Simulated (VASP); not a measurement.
Wanted: the native input for a VASP 6.6.1 run.

```
Task                   : single point
Functional             : PBE
Potentials or basis    : VASP PAW PBE potentials, release 64 (Zr_sv, O)
Cutoff                 : 600 eV
k mesh                 : 8 × 8 × 8
Occupations            : gaussian, width 0.05 eV
Spin                   : no spin polarisation
Dipole correction      : no
Further INCAR settings : ALGO = Normal; EDIFF = 1e-06; NBANDS = 19
```

The structure of ZrO2 (Cubic zirconia) lies in POSCAR:

```
ZrO2
1.0
    0.0000000000      2.5915259921      2.5915259921
    2.5915259921      0.0000000000      2.5915259921
    2.5915259921      2.5915259921      0.0000000000
Zr O
1 2
Direct
    0.0000000000      0.0000000000      0.0000000000
    0.2500000000      0.2500000000      0.2500000000
    0.7500000000      0.7500000000      0.7500000000
```

This cell differs from its parent crystal: volume scaled by 1.040.

These files were run (other wordings do the same):

INCAR

```
PREC     = Accurate       # precision mode
ENCUT    = 600            # plane-wave cutoff, eV
EDIFF    = 1E-6           # SCF threshold, eV
ISMEAR   = 0              # smearing method
SIGMA    = 0.05           # smearing width, eV
LREAL    = False          # projectors in reciprocal space
LASPH    = True           # aspherical terms in the spheres
NELM     = 120            # most SCF steps
ALGO     = Normal         # electronic algorithm
ISIF     = 2              # what is computed and relaxed
LWAVE    = False          # write WAVECAR
LCHARG   = False          # write CHGCAR
GGA      = PE             # functional
NBANDS   = 19             # bands
GGA_COMPAT= False
```

KPOINTS

```
regular mesh
0
Gamma
  8 8 8
```

Potentials or basis: VASP PAW PBE potentials, release 64 (Zr_sv, O).

Launch:

```sh
$ cat potpaw_PBE.64/Zr_sv/POTCAR potpaw_PBE.64/O/POTCAR > POTCAR
$ mpirun -np 1 vasp_std > vasp.out
```

It gave:

```
Pressure               : -8.4 GPa
Band gap on the k mesh : 3.20 eV, indirect (least direct gap 3.60 eV)
```

Run time: 44 s on 1 thread of Intel Xeon 8259CL (shared host), peak memory 0.18 GiB.
